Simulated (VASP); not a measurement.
Wanted: the native input for a VASP 6.6.1 run.

- Task: single point
- Functional: LDA
- Potentials or basis: VASP PAW LDA potentials, release 64 (Mo_sv, Pt)
- Cutoff: 520 eV
- k mesh: 3 × 5 × 3
- Occupations: gaussian, width 0.3 eV
- Spin: no spin polarisation
- Dipole correction: no
- Further INCAR settings: ALGO = Normal; EDIFF = 1e-06; NBANDS = 32

The structure of MoPt lies in POSCAR:

```
MoPt
1.0
    4.4766150000      0.0000000000      0.0000000000
    0.0000000000      2.7337350000      0.0000000000
    0.0000000000      0.0000000000      4.9584030000
Mo Pt
2 2
Direct
    0.2500000000      0.0000000000      0.1617500000
    0.7500000000      0.0000000000      0.8382500000
    0.2500000000      0.5000000000      0.6627290000
    0.7500000000      0.5000000000      0.3372710000
```

The input as run:

INCAR

```
SYSTEM = MoPt
PREC = Accurate
ENCUT = 520
EDIFF = 1E-6
ISMEAR = 0
SIGMA = 0.3
LREAL = .FALSE.
LASPH = .TRUE.
NELM = 80
ALGO = Normal
ISIF = 2
LWAVE = .FALSE.
LCHARG = .FALSE.
NBANDS = 32
```

KPOINTS

```
regular mesh
0
G
  3 5 3
  0 0 0
```

Potentials or basis: VASP PAW LDA potentials, release 64 (Mo_sv, Pt).

Launch:

```sh
$ cat potpaw_LDA.64/Mo_sv/POTCAR potpaw_LDA.64/Pt/POTCAR > POTCAR
$ mpirun -np 1 vasp_std > vasp.out
```

It gave:

```yaml
Pressure: -9.4 GPa
Largest_force: 0.340 eV/Å
Band_gap_on_the_k_mesh: zero (band 24 reaches 12.89 eV, above the bottom of band 25 at 10.99 eV)
```

Caveat: the k points lie up to 0.47 Å⁻¹ apart; spin-orbit coupling is left out, which moves the levels of the heavy elements.

Run time: 16 s on 1 thread of Intel Xeon 6975P-C (shared host), peak memory 0.16 GiB.
